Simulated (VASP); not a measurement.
# C (P6_3/mmc) in VASP: notebook

Runs on C. Level: PBEsol. Tasks: single point.

Program: VASP 6.6.1. These are calculated values, not measurements. Logs are shortened: lines on timing, memory, paths and dates and some standing lists are left out, and cuts for length are marked.

### 1 The cell of the first run

The structure is hexagonal, space group P6_3/mmc (No. 194). Conventional cell: a = 2.474 Å, b = 2.474 Å, c = 4.119 Å, α = 90.00°, β = 90.00°, γ = 120.00°. Within 2.0 Å of C (site symmetry 3m) lie 4 C at 1.52 to 1.54 Å.

### 2 Single point, PBEsol (strained cell)

INCAR reads:

```
PREC = Accurate
ENCUT = 520
EDIFF = 1E-6
ISMEAR = 0
SIGMA = 0.02
LREAL = False
LASPH = True
NELM = 80
ALGO = Normal
ISIF = 2
LWAVE = False
LCHARG = True
GGA = PS
LELF = True
LVHAR = True
NBANDS = 16
```

KPOINTS reads:

```
regular mesh
0
Gamma
  9 9 6
```

POSCAR reads:

```
C
1.0
    2.4737402487      0.0000000000      0.0000000000
   -1.2368701244      2.1423218978      0.0000000000
    0.0000000000      0.0000000000      4.1189829197
C
4
Direct
    0.3333333333      0.6666666667     -0.0000853171
    0.6666666667      0.3333333333      0.4999146829
    0.3333333333      0.6666666667      0.3740853171
    0.6666666667      0.3333333333      0.8740853171
```

Potentials or basis: VASP PAW PBE potentials, release 64 (C).

The run is started by

```console
$ cat potpaw_PBE.64/C/POTCAR > POTCAR
$ mpirun -np 1 vasp_std > vasp.out
```

OUTCAR:

```text
PREC = Accurate
   ENCUT = 520
   EDIFF = 1E-6
   ISMEAR = 0
   LREAL = False
   LASPH = True
   NELM = 80
   ISIF = 2
   GGA = PS

 ion  position               nearest neighbor table
   1  0.333  0.667  1.000-   4 1.52   4 1.52   4 1.52   3 1.54
   2  0.667  0.333  0.500-   3 1.52   3 1.52   3 1.52   4 1.54
   3  0.333  0.667  0.374-   2 1.52   2 1.52   2 1.52   1 1.54
   4  0.667  0.333  0.874-   1 1.52   1 1.52   1 1.52   2 1.54

  LATTYP: Found a hexagonal cell.
 ALAT       =     2.4737402487
 C/A-ratio  =     1.6650830344

  Lattice vectors:

 A1 = (   2.4737402487,   0.0000000000,   0.0000000000)
 A2 = (  -1.2368701244,   2.1423218978,   0.0000000000)
 A3 = (   0.0000000000,   0.0000000000,   4.1189829197)

Analysis of symmetry for initial positions (statically):
=====================================================================
 Subroutine PRICEL returns:
 Original cell was already a primitive cell.

 Routine SETGRP: Setting up the symmetry group for a
 hexagonal supercell.

 Subroutine GETGRP returns: Found 24 space group operations
 (whereof  6 operations were pure point group operations)
 out of a pool of 24 trial point group operations.

The static configuration has the point symmetry C_3v.
 The point group associated with its full space group is D_6h.

Analysis of symmetry for dynamics (positions and initial velocities):
=====================================================================
 Subroutine PRICEL returns:
 Original cell was already a primitive cell.

 Routine SETGRP: Setting up the symmetry group for a
 hexagonal supercell.

 Subroutine GETGRP returns: Found 24 space group operations
 (whereof  6 operations were pure point group operations)
 out of a pool of 24 trial point group operations.

The dynamic configuration has the point symmetry C_3v.
 The point group associated with its full space group is D_6h.

 Subroutine INISYM returns: Found 24 space group operations
 (whereof  6 operations are pure point group operations),
 and found     1 'primitive' translations

----------------------------------------------------------------------------------------

                                     Primitive cell

  volume of cell :      21.8287

  direct lattice vectors                    reciprocal lattice vectors
     2.473740249  0.000000000  0.000000000     0.404246161  0.233391630  0.000000000
    -1.236870124  2.142321898  0.000000000     0.000000000  0.466783260  0.000000000
     0.000000000  0.000000000  4.118982920     0.000000000  0.000000000  0.242778380

  length of vectors
     2.473740249  2.473740249  4.118982920     0.466783260  0.466783260  0.242778380

  position of ions in fractional coordinates (direct lattice)
     0.333333333  0.666666667  0.999914683
     0.666666667  0.333333333  0.499914683
     0.333333333  0.666666667  0.374085317
     0.666666667  0.333333333  0.874085317

  ion indices of the primitive-cell ions
   primitive index   ion index
                 1           1
                 2           2
                 3           3
                 4           4

----------------------------------------------------------------------------------------

 KPOINTS: regular mesh

Automatic generation of k-mesh.
 Grid dimensions read from file:
 generate k-points for:    9    9    6

 Generating k-lattice:

  Cartesian coordinates                     Fractional coordinates (reciprocal lattice)
     0.044916240  0.025932403  0.000000000     0.111111111  0.000000000  0.000000000
     0.000000000  0.051864807  0.000000000     0.000000000  0.111111111  0.000000000
     0.000000000  0.000000000  0.040463063     0.000000000  0.000000000  0.166666667

  Length of vectors
     0.051864807  0.051864807  0.040463063

  Shift w.r.t. Gamma in fractional coordinates (k-lattice)
     0.000000000  0.000000000  0.000000000

 Subroutine IBZKPT returns following result:
 ===========================================

 Found     48 irreducible k-points:

 Following reciprocal coordinates:
            Coordinates               Weight
  0.000000  0.000000  0.000000      1.000000
  0.111111  0.000000  0.000000      6.000000
  0.222222  0.000000  0.000000      6.000000
  0.333333  0.000000  0.000000      6.000000
  0.444444  0.000000  0.000000      6.000000
  0.111111  0.111111  0.000000      6.000000
[... 16 lines left out ...]
  0.333333  0.222222  0.166667     24.000000
  0.333333  0.333333  0.166667      4.000000
 [... further k-points ...]
   k-points           NKPTS =     48   k-points in BZ     NKDIM =     48   number of bands    NBANDS=     16
   number of dos      NEDOS =    301   number of ions     NIONS =      4
   total plane-waves  NPLWV =  10368
   dimension x,y,z NGX =    18 NGY =   18 NGZ =   32
   dimension x,y,z NGXF=    36 NGYF=   36 NGZF=   64
   ions per type =               4
   NGX,Y,Z   is equivalent  to a cutoff of  12.10, 12.10, 12.92 a.u.
   NGXF,Y,Z  is equivalent  to a cutoff of  24.19, 24.19, 25.83 a.u.
 SYSTEM =  unknown system
   PREC   = accura    normal or accurate (medium, high low for compatibility)
   ISTART =      0    job   : 0-new  1-cont  2-samecut
   ICHARG =      2    charge: 1-file 2-atom 10-const
   ISPIN  =      1    spin polarized calculation?
   LNONCOLLINEAR =      F non collinear calculations
   LSORBIT =      F    spin-orbit coupling
   LASPH  =      T    aspherical Exc in radial PAW
   ENCUT  =  520.0 eV  38.22 Ry    6.18 a.u.   4.60  4.60  7.66*2*pi/ulx,y,z
   NELM   =     80;   NELMIN=  2; NELMDL= -5     # of ELM steps
   EDIFF  = 0.1E-05   stopping-criterion for ELM
   LREAL  =      F    real-space projection
   EDIFFG = 0.1E-04   stopping-criterion for IOM
   NSW    =      0    number of steps for IOM
   IBRION =     -1    ionic relax: 0-MD 1-quasi-New 2-CG
   NFREE  =      0    steps in history (QN), initial steepest desc. (CG)
   ISIF   =      2    stress and relaxation
   ISYM   =      2    0-nonsym 1-usesym 2-fastsym
   POTIM  = 0.5000    time-step for ionic-motion
   TEBEG  =    0.0;   TEEND  =   0.0 temperature during run
   PSTRESS=    0.0 pullay stress
   NELECT =      16.0000    total number of electrons
   NUPDOWN=      -1.0000    fix difference up-down
   EMIN   =  10.00;   EMAX   =-10.00  energy-range for DOS
   EFERMI =   0.00;   METHOD = LEGACY
   ISMEAR =     0;   SIGMA  =   0.02  broadening in eV -4-tet -1-fermi 0-gaus
   EFERMI_NEDOS =   21; number of points for ismear=-14 and -15
   IALGO  =     38    algorithm
   IMIX   =      4    mixing-type and parameters
     AMIX     =   0.40;   BMIX     =  1.00
     AMIX_MAG =   1.60;   BMIX_MAG =  1.00
  volume/ion in A,a.u.               =       5.46        36.83
  Fermi-wavevector in a.u.,A,eV,Ry     =   1.476064  2.789357 29.643901  2.178765
  Thomas-Fermi vector in A             =   2.590637
   LORBIT       =      0    0 simple, 1 ext, 2 COOP (PROOUT), +10 PAW based schemes
   GGA     = PS    functional components
   LHFCALC =     F    Hartree Fock is set to
   AEXX    =    0.0000 exact exchange contribution
   IVDW    =     0    specifies the selected vdW correction
   LEPSILON=     F    determine dielectric tensor
   LRPA    =     F    only Hartree local field effects (RPA)
 non-spin polarized calculation
 Gauss-broadening in eV      SIGMA  =   0.02
  energy-cutoff  :      520.00
  volume of cell :       21.83
 maximum number of plane-waves:       602
   NGX =  9   NGY =  9   NGZ = 15

 number of electron      15.9999994 magnetization

 Free energy of the ion-electron system (eV)
  ---------------------------------------------------
  ext. energy  EPLUGINS =         0.00000000
  ---------------------------------------------------
  free energy    TOTEN  =       -38.36859075 eV

  energy without entropy =      -38.36859075  energy(sigma->0) =      -38.36859075

 E-fermi :  10.8013     XC(G=0): -13.6179

 val. band max:       10.5991933434   @ k =   0.0000   0.0000   0.0000
 cond. band min:      13.5141976430   @ k =   0.3333   0.3333   0.0000
 fundamental gap:      2.9150042996
 Fermi energy:        10.8012708062

 k-point     1 :       0.0000    0.0000    0.0000
  band No.  band energies     occupation
      1     -11.7940      2.00000
      2      -5.9479      2.00000
      3      -3.6688      2.00000
      4       7.3738      2.00000
      5       7.3738      2.00000
      6      10.0437      2.00000
[... 8 lines left out ...]
     15      25.7375      0.00000
     16      28.7880      0.00000

 k-point     2 :       0.1111    0.0000    0.0000
  band No.  band energies     occupation
      1     -11.4782      2.00000
      2      -5.6654      2.00000
      3      -3.3695      2.00000
      4       5.8898      2.00000
      5       6.7458      2.00000
      6       9.3406      2.00000
[... 8 lines left out ...]
     15      26.0636      0.00000
     16      27.0955      0.00000

 k-point     3 :       0.2222    0.0000    0.0000
  band No.  band energies     occupation
      1     -10.5370      2.00000
      2      -4.8229      2.00000
      3      -2.5093      2.00000
      4       2.7908      2.00000
      5       5.5292      2.00000
      6       6.6933      2.00000
[... 8 lines left out ...]
     15      25.1840      0.00000
     16      26.8280      0.00000

 k-point     4 :       0.3333    0.0000    0.0000
  band No.  band energies     occupation
      1      -8.9964      2.00000
      2      -3.4388      2.00000
      3      -1.5562      2.00000
      4      -0.1581      2.00000
      5       3.7687      2.00000
      6       4.4843      2.00000
[... 8 lines left out ...]
     15      25.9628      0.00000
     16      27.1886      0.00000
[... 324 lines left out ...]
 k-point    22 :       0.2222    0.2222    0.1667
  band No.  band energies     occupation
      1      -7.9056      2.00000
      2      -3.7237      2.00000
      3      -0.9052      2.00000
      4       1.4165      2.00000
      5       1.6130      2.00000
      6       2.9443      2.00000
[... 8 lines left out ...]
     15      24.5440      0.00000
     16      27.0925      0.00000

 k-point    23 :       0.3333    0.2222    0.1667
  band No.  band energies     occupation
      1      -5.9473      2.00000
      2      -3.1815      2.00000
      3      -1.7656      2.00000
      4       0.4098      2.00000
      5       0.8661      2.00000
      6       2.7459      2.00000
[... 8 lines left out ...]
     15      26.1200      0.00000
     16      27.5531      0.00000

 k-point    24 :       0.3333    0.3333    0.1667
  band No.  band energies     occupation
      1      -4.2031      2.00000
      2      -4.2031      2.00000
      3      -0.9041      2.00000
      4      -0.1644      2.00000
      5      -0.1644      2.00000
      6       2.7382      2.00000
[... 8 lines left out ...]
     15      26.6856      0.00000
     16      26.6856      0.00000

 [... further k-points ...]
[... 5 lines left out ...]
  --------------------------------------------------------------------------------------
  -------------------------------------------------------------------------------------
  Total        2.1221809      2.1221809      2.1565827     -0.0000000      0.0000000     -0.0000000
  in kB      155.7629558    155.7629558    158.2879611     -0.0000000      0.0000000     -0.0000000
  external PRESSURE =     156.6046242 kB  Pullay stress =       0.0000000 kB

 VOLUME and BASIS-vectors are now :
 -----------------------------------------------------------------------------
  energy-cutoff  :      520.00
  volume of cell :       21.83
      direct lattice vectors                 reciprocal lattice vectors
     2.473740249  0.000000000  0.000000000     0.404246161  0.233391630  0.000000000
    -1.236870124  2.142321898  0.000000000     0.000000000  0.466783260  0.000000000
     0.000000000  0.000000000  4.118982920     0.000000000  0.000000000  0.242778380

 POSITION                                       TOTAL-FORCE (eV/Angst)
 -----------------------------------------------------------------------------------
     -0.00000      1.42821      4.11863        -0.000000     -0.000000      0.006124
      1.23687      0.71411      2.05914         0.000000      0.000000      0.006124
     -0.00000      1.42821      1.54085        -0.000000      0.000000     -0.006124
      1.23687      0.71411      3.60034         0.000000      0.000000     -0.006124
 -----------------------------------------------------------------------------------
    total drift:                               -0.000000      0.000000     -0.000002

  FREE ENERGIE OF THE ION-ELECTRON SYSTEM (eV)
  ---------------------------------------------------
  free  energy   TOTEN  =       -38.3685907462 eV

  energy  without entropy=      -38.3685907462  energy(sigma->0) =      -38.36859075
```

Wall time 17 s (1 thread of Intel Xeon 8259CL, shared host); peak memory 0.13 GiB.

Results:

```
Free energy            : -38.3686 eV
Pressure               : 15.7 GPa
Largest force          : 0.006 eV/Å
Band gap on the k mesh : 2.92 eV, indirect (least direct gap 4.96 eV)
```

Forces in eV/Å, atoms in the order of the input:
```
C    0.000  0.000  0.006
C    0.000  0.000  0.006
C    0.000  0.000 -0.006
C    0.000  0.000 -0.006
```

Caveat: the cell differs from its parent crystal (strained cell); the PAW data sets were made with another functional, which shifts forces and pressure a little. A k mesh can miss the band edges.

### 3 Single point, PBEsol

INCAR reads:

```
SYSTEM = C
ALGO = Normal
EDIFF = 1E-6
ENCUT = 520
GGA = PS
ISIF = 2
ISMEAR = 0
LASPH = .TRUE.
LCHARG = .TRUE.
LELF = .TRUE.
LREAL = .FALSE.
LVHAR = .TRUE.
LWAVE = .FALSE.
NBANDS = 16
NELM = 60
PREC = Accurate
SIGMA = 0.01
```

KPOINTS reads:

```
k-points
0
G
  9 9 6
  0 0 0
```

POSCAR is that of step 2.

Potentials or basis: VASP PAW PBE potentials, release 64 (C).

The run is started by

```console
$ cat potpaw_PBE.64/C/POTCAR > POTCAR
$ mpirun -np 1 vasp_std > vasp.out
```

It took 19 s on 1 thread of Intel Xeon 8259CL, shared host; peak memory 0.13 GiB.

Results (log left out):

| Item | Value |
| --- | --- |
| Free energy | -38.3686 eV |
| Pressure | 15.7 GPa |
| Largest force | 0.006 eV/Å |
| Band gap on the k mesh | 2.92 eV, indirect (least direct gap 4.96 eV) |

Forces in eV/Å, atoms in the order of the input:
```
C    0.000  0.000  0.006
C    0.000  0.000  0.006
C    0.000  0.000 -0.006
C    0.000  0.000 -0.006
```

Stress tensor (GPa, compression positive):
```
15.58  0.00  0.00
 0.00 15.58  0.00
 0.00  0.00 15.83
```

Levels at points of the mesh, in eV from the valence-band top:
| k point | band 6 | band 7 | band 8 | band 9 | band 10 | band 11 |
| --- | --- | --- | --- | --- | --- | --- |
| (0.00, 0.00, 0.00) | -0.56 | 0.00 | 0.00 | 4.96 | 4.96 | 5.38 |
| (0.00, 0.00, 0.50) | -1.94 | -1.94 | -1.94 | 7.33 | 7.33 | 7.33 |

Caveat: the PAW data sets were made with another functional, which shifts forces and pressure a little.
